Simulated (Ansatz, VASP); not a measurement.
## Bi: VASP beside Ansatz

```xyz
2
Lattice="3.4761 0.0000 0.0000 -1.7381 3.0104 0.0000 0.0000 0.0000 5.7192" Properties=species:S:1:pos:R:3 pbc="T T T"
Bi    0.0000    2.0069    1.4298
Bi    1.7381    1.0035    4.2894
```

Alike in both runs: task single point; functional r2SCAN; k mesh 12 × 12 × 6; occupations fermi-dirac, width 0.1 eV; no spin polarisation.

|  | VASP | Ansatz |
| --- | --- | --- |
| version | VASP 6.6.1 | Ansatz 0.2.0 |
| potentials or method | VASP PAW PBE potentials, release 64 (Bi_d), cutoff 520 eV | plane waves (500 eV) with PAW, scalar-relativistic |
| valence electrons in the cell | 30 | 30 |

|  | VASP | Ansatz | Ansatz less VASP |
| --- | --- | --- | --- |
| pressure (GPa) | 2.4 | 2.4 | +0.01 |
| traceless stress, the component that is largest in VASP (GPa) | 0.54 | 0.53 | -0.008 |

VASP's potentials were made for PBE, not for r2SCAN. With one functional, cell and mesh, what is left measures potentials, basis and numerics.

Spin-orbit coupling is off throughout.
